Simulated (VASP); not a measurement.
Input of a VASP 6.6.1 run:

INCAR

```
PREC     = Accurate       # precision mode
ENCUT    = 520            # plane-wave cutoff, eV
EDIFF    = 1E-6           # SCF threshold, eV
ISMEAR   = -1             # smearing method
SIGMA    = 0.02           # smearing width, eV
LREAL    = F              # projectors in reciprocal space
LASPH    = T              # aspherical terms in the spheres
NELM     = 60             # most SCF steps
ALGO     = Normal         # electronic algorithm
ISIF     = 2              # what is computed and relaxed
LWAVE    = F              # write WAVECAR
LCHARG   = T              # write CHGCAR
GGA      = PE             # functional
LELF     = T              # ELF
LVHAR    = T            
NBANDS   = 16             # bands
```

File KPOINTS:

```
regular mesh
0
Gamma
  6 6 6
```

Contents of POSCAR:

```
HgTe
1.0
   -0.1096385963      3.1795192925      3.1795192925
    3.1795192925     -0.1096385963      3.1795192925
    3.1795192925      3.1795192925     -0.1096385963
Hg Te
1 1
Direct
   -0.0043648214     -0.0043648214     -0.0043648214
    0.2543648214      0.2543648214      0.2543648214
```

Potentials or basis: VASP PAW PBE potentials, release 64 (Hg, Te).

Run with:

```bash
$ cat potpaw_PBE.64/Hg/POTCAR potpaw_PBE.64/Te/POTCAR > POTCAR
$ mpirun -np 1 vasp_std > vasp.out
```

Task: Estimate the largest force.

Result: 0.003 eV/Å.

Task: Predict the pressure.

Result: 3.6 GPa.

Forces in eV/Å, atoms in the order of the input:
```
Hg   0.002  0.002  0.002
Te  -0.002 -0.002 -0.002
```

Caveat: the cell differs from its parent crystal (strain along [111] -5.0%); the cell stands under pressure.
